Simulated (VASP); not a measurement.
**SnO: single point with r2SCAN**

Crystal: SnO.

```
Sn O
1.0
     3.11230    0.00890    0.00890
     0.00890    3.11230    0.00890
     0.00890    0.00890    3.11230
Sn O
1 1
Direct
  0.00000 0.00000 0.00000
  0.50000 0.50000 0.50000
```

This cell differs from its parent crystal: strain along [111] +0.9%.

```yaml
Program: VASP 6.6.1
Task: single point
Functional: r2SCAN
Potentials_or_basis: VASP PAW PBE potentials, release 64 (Sn_d, O)
Cutoff: 660 eV
k_mesh: 8 × 8 × 8
Occupations: fermi-dirac, width 0.02 eV
Spin: no spin polarisation
```

* Pressure: -0.8 GPa
* Band gap on the k mesh: zero (bands 10 and 11 overlap by 0.03 eV)

Stress tensor (GPa, compression positive):
```
-0.76  0.17  0.17
 0.17 -0.76  0.17
 0.17  0.17 -0.76
```

Levels at points of the mesh, in eV from the Fermi level:
```
           k point  band 8  band 9  band 10  band 11  band 12  band 13
(0.00, 0.00, 0.00)   -2.85   -2.85    -2.79     8.36     8.46     8.46
(0.50, 0.00, 0.00)   -2.07   -2.05    -1.02     0.37     7.45     7.48
(0.50, 0.50, 0.00)   -5.79   -4.92    -1.93     3.55     3.61     9.21
(0.50, 0.50, 0.50)   -3.63   -3.63    -1.33    -0.07     0.04     0.04
```

It took 99 s on 1 thread of AMD EPYC 9R45 96-Core Processor (Zen 5) (shared host), peak memory 0.16 GiB.

Caveat: the cell differs from its parent crystal (strain along [111] +0.9%); semilocal functionals underestimate gaps, so a narrow gap can read as zero; the PAW data sets were made with another functional, which shifts forces and pressure a little; spin-orbit coupling is left out, which moves the levels of the heavy elements.
